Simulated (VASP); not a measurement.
Input of a VASP 6.6.1 run:

The input INCAR:

```
SYSTEM = WSe2
PREC = Accurate
ENCUT = 520
EDIFF = 1E-7
ISMEAR = 0
SIGMA = 0.05
LREAL = .FALSE.
LASPH = .TRUE.
NELM = 80
ALGO = Normal
ISIF = 2
LWAVE = .FALSE.
LCHARG = .FALSE.
GGA = PE
IVDW = 12
NBANDS = 35
```

KPOINTS

```
Automatic mesh
0
G
  12 12 2
  0 0 0
```

POSCAR

```
WSe2
1.0
    3.2790275604      0.0000000000      0.0000000000
   -1.6395137802      2.8397211670      0.0000000000
    0.0000000000      0.0000000000     12.7886113462
W Se
2 4
Direct
    0.2142814901      0.5795146687      0.2500000000
    0.7857185099      0.4204853313      0.7500000000
    0.4517233911      0.7533342040      0.6182912225
    0.5482766089      0.2466657960      0.1182912225
    0.4517233911      0.7533342040      0.8817087775
    0.5482766089      0.2466657960      0.3817087775
```

Potentials or basis: VASP PAW PBE potentials, release 64 (W_sv, Se).

Command:

```bash
$ cat potpaw_PBE.64/W_sv/POTCAR potpaw_PBE.64/Se/POTCAR > POTCAR
$ mpirun -np 1 vasp_std > vasp.out
```

Problem. Estimate the band gap on the k mesh.

Solution. 0.86 eV (least direct gap 1.59 eV).

Problem. What does it give for the largest force?

Solution. 0.115 eV/Å.

Forces in eV/Å, atoms in the order of the input:
```
W    0.064  0.096  0.000
W   -0.064 -0.096  0.000
Se   0.016 -0.040  0.032
Se  -0.016  0.040  0.032
Se   0.016 -0.040 -0.032
Se  -0.016  0.040 -0.032
```

Caveat: the cell differs from its parent crystal (atoms displaced along a vibrational mode); spin-orbit coupling is left out, which moves the levels of the heavy elements. A k mesh can miss the band edges.
